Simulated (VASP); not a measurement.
Runs of VASP 6.6.1 on C. The structure is that of space group Pm-3m (No. 221), or close to it. The cells are those of the table. 

| task | cell | k mesh | cutoff (eV) | gap on the mesh (eV) | pressure (GPa) |
| --- | --- | --- | --- | --- | --- |
| relaxation of cell and atoms | relaxed from a = 1.926 Å, 1 atom | 16 × 16 × 16 | 600 | none | -0.2 |
| single point | a = 1.793 Å, 1 atom | 20 × 20 × 20 | 520 | none | (a) |
| single point | a = 1.838 Å, 1 atom | 20 × 20 × 20 | 520 | none | (b) |
| single point | a = 1.770 Å, 1 atom | 16 × 16 × 16 | 520 | none | 0.6 |
| single point | a = 1.770 Å, 1 atom | 20 × 20 × 20 | 520 | none | 5.2 |
| single point | a = 1.770 Å, 1 atom | 29 × 29 × 29 | 520 | none | 3.9 |

Alike in all rows: level r2SCAN; potentials or basis VASP PAW PBE potentials, release 64 (C); no spin polarisation; smearing fermi-dirac 0.1 eV.

Estimate the missing entries.

(a) -7.4; (b) -26.6.

Caveats: the PAW data sets were made with another functional, which shifts forces and pressure a little; the cell stands under tension (at least some runs); the cell stands under pressure (at least some runs).

A gap of «none» marks levels without a gap at the run's occupations.
